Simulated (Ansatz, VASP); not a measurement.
Two plane-wave programs on Ir

The input INCAR:

```
  PREC = Accurate
  ENCUT = 520
  EDIFF = 1E-6
  ISMEAR = 0
  SIGMA = 0.15
  LREAL = F
  LASPH = T
  NELM = 100
  ALGO = Fast
  ISIF = 2
  LWAVE = F
  LCHARG = F
  GGA = PE
  NBANDS = 10
```

KPOINTS

```
Automatic mesh
0
Gamma
  22 22 22
```

The input POSCAR:

```
Ir
1.0
    0.0000000000      1.9997016471      1.8993166244
    1.9997016471      0.0000000000      1.8993166244
    1.9997016471      1.9997016471      0.0000000000
Ir
1
Direct
    0.0000000000      0.0000000000      0.0000000000
```

Input for Ansatz:

```yaml
crystal:
  lattice:
    - [0.0, 1.9997016471, 1.8993166244]
    - [1.9997016471, 0.0, 1.8993166244]
    - [1.9997016471, 1.9997016471, 0.0]
  atoms:
    - { symbol: Ir, position: [0.0, 0.0, 0.0] }
basis:
  ecutwfc: 420
kpoints:
  mp_grid: { grid: [22, 22, 22] }
hamiltonian:
  xc: pbe
  pseudopotentials: { kind: paw, azcp: { folder: soft_1 } }
scf:
  occupations: { method: gaussian, width: 0.15 }
output:
  forces: true
  stress: true
  eigenvalues: true
```

Alike in both runs: task single point; functional PBE; k mesh 22 × 22 × 22; occupations gaussian, width 0.15 eV; no spin polarisation.

```csv
,VASP,Ansatz
version,VASP 6.6.1,Ansatz 0.2.0
potentials or method,"VASP PAW PBE potentials, release 64 (Ir), cutoff 520 eV","scalar-relativistic, plane waves, PAW"
valence electrons in the cell,9,17
```

```tsv
	VASP	Ansatz	Ansatz less VASP
gap on the k mesh at the Fermi level (eV)	none	none	-
pressure (GPa)	-13.6	-13.9	-0.27
traceless stress, the component that is largest in VASP (GPa)	10.11	10.18	+0.073
```

A gap of «none» marks a metal or a gap that the smearing closes. VASP's potentials hold 9 valence electrons a cell and Ansatz's 17, so a difference there can come from the potentials and not from the codes.

Neither program's run includes spin-orbit coupling.
